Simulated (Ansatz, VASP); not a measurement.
One calculation of LiYbN, two programs

Contents of INCAR:

```
SYSTEM = LiYbN
PREC = Accurate
ENCUT = 520
EDIFF = 1E-6
ISMEAR = 0
SIGMA = 0.1
LREAL = .FALSE.
LASPH = .TRUE.
NELM = 150
ALGO = Normal
ISIF = 2
LWAVE = .FALSE.
LCHARG = .FALSE.
ISPIN = 2
MAGMOM = 0 1 0
LORBIT = 11
LMAXMIX = 6
GGA = PE
NBANDS = 27
```

The input KPOINTS:

```
Automatic mesh
0
G
  6 6 6
  0 0 0
```

POSCAR

```
LiYbN
1.0
    3.7121625400      0.0000000000      0.0000000000
   -1.8560812700      3.2148270600      0.0000000000
    0.0000000000      0.0000000000      3.7296782900
Li Yb N
1 1 1
Direct
    0.6666666700      0.3333333300      0.5000000000
    0.0000000000      0.0000000000      0.0000000000
    0.3333333300      0.6666666700      0.5000000000
```

Input for Ansatz:

```yaml
crystal:
  lattice:
    - [3.71216254, 0.0, 0.0]
    - [-1.85608127, 3.21482706, 0.0]
    - [0.0, 0.0, 3.72967829]
  atoms:
    - { symbol: Li, position: [0.66666667, 0.33333333, 0.5] }
    - { symbol: Yb, position: [0.0, 0.0, 0.0], spin: 1.0 }
    - { symbol: "N", position: [0.33333333, 0.66666667, 0.5] }
basis:
  ecutwfc: 420
kpoints:
  mp_grid: { grid: [6, 6, 6] }
hamiltonian:
  xc: pbe
scf:
  occupations: { method: gaussian, width: 0.1 }
  lower_state_search: "off"
output:
  forces: true
  stress: true
  eigenvalues: true
  populations: true
magnetization:
  spin_polarized: true
```

Change from the starting cell: species swapped into the YbPPt type (P-6m2, No. 187).

Alike in both runs: task single point; functional PBE; k mesh 6 × 6 × 6; occupations gaussian, width 0.1 eV; collinear spin.

|  | VASP | Ansatz |
| --- | --- | --- |
| version | VASP 6.6.1 | Ansatz 0.2.0 |
| potentials or method | VASP PAW PBE potentials, release 64 (Li_sv, Yb, N), cutoff 520 eV | scalar-relativistic, plane waves, PAW |
| valence electrons in the cell | 32 | 32 |

VASP gave:

```
gap on the k mesh at the Fermi level (eV)                     : none
net moment per atom (μB)                                      : 0.00
size of the moment on the site where the two differ most (μB) : 0.02
```

What did Ansatz give for the same quantities?

gap on the k mesh at the Fermi level (eV): none; net moment per atom (μB): 0.01; size of the moment on the site where the two differ most (μB): 0.08.

Site moments also hang on the region over which each program counts them. A gap of «none» marks a metal or a gap that the smearing closes. Ansatz's warnings: seeded moment not kept.

Neither program's run includes spin-orbit coupling. Noted on VASP's run: the cutoff is short for stress, so the pressure is rough.
